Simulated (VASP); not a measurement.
Write the native input for VASP 6.6.1 that does the following.

- Task: single point
- Functional: PBEsol
- Potentials or basis: VASP PAW PBE potentials, release 64 (Mg, B)
- Cutoff: 600 eV
- k mesh: 7 × 7 × 6
- Occupations: gaussian, width 0.1 eV
- Spin: no spin polarisation
- Dipole correction: no
- Further INCAR settings: ALGO = Normal; EDIFF = 1e-06; NBANDS = 11

The structure of MgB2 lies in POSCAR:

```
MgB2
1.0
    3.0850000000      0.0000000000      0.0000000000
   -1.5425000000      2.6716883700      0.0000000000
    0.0000000000      0.0000000000      3.5230000000
Mg B
1 2
Direct
    0.0000000000      0.0000000000      0.0200000000
    0.3333333333      0.6666666667      0.5000000000
    0.6666666667      0.3333333333      0.5000000000
```

One way to write it, as run:

INCAR

```
SYSTEM = MgB2
ALGO = Normal ; EDIFF = 1E-6
ENCUT = 600 ; GGA = PS
GGA_COMPAT = .False. ; ISIF = 2
ISMEAR = 0 ; LASPH = .True.
LCHARG = .False. ; LREAL = .False.
LWAVE = .False. ; NBANDS = 11
NELM = 120 ; PREC = Accurate
SIGMA = 0.1
```

KPOINTS

```
k-points
0
Gamma
  7 7 6
  0 0 0
```

Potentials or basis: VASP PAW PBE potentials, release 64 (Mg, B).

Run with:

```sh
$ cat potpaw_PBE.64/Mg/POTCAR potpaw_PBE.64/B/POTCAR > POTCAR
$ mpirun -np 1 vasp_std > vasp.out
```

Results of the run:

The pressure is -3.0 GPa and the largest force is 0.473 eV/Å. The band gap on the k mesh is zero (band 4 reaches 6.02 eV, above the bottom of band 5 at 3.93 eV).

Caveat: the PAW data sets were made with another functional, which shifts forces and pressure a little.

It took 15 s on 1 thread of Intel Xeon 6975P-C (shared host), peak memory 0.16 GiB.
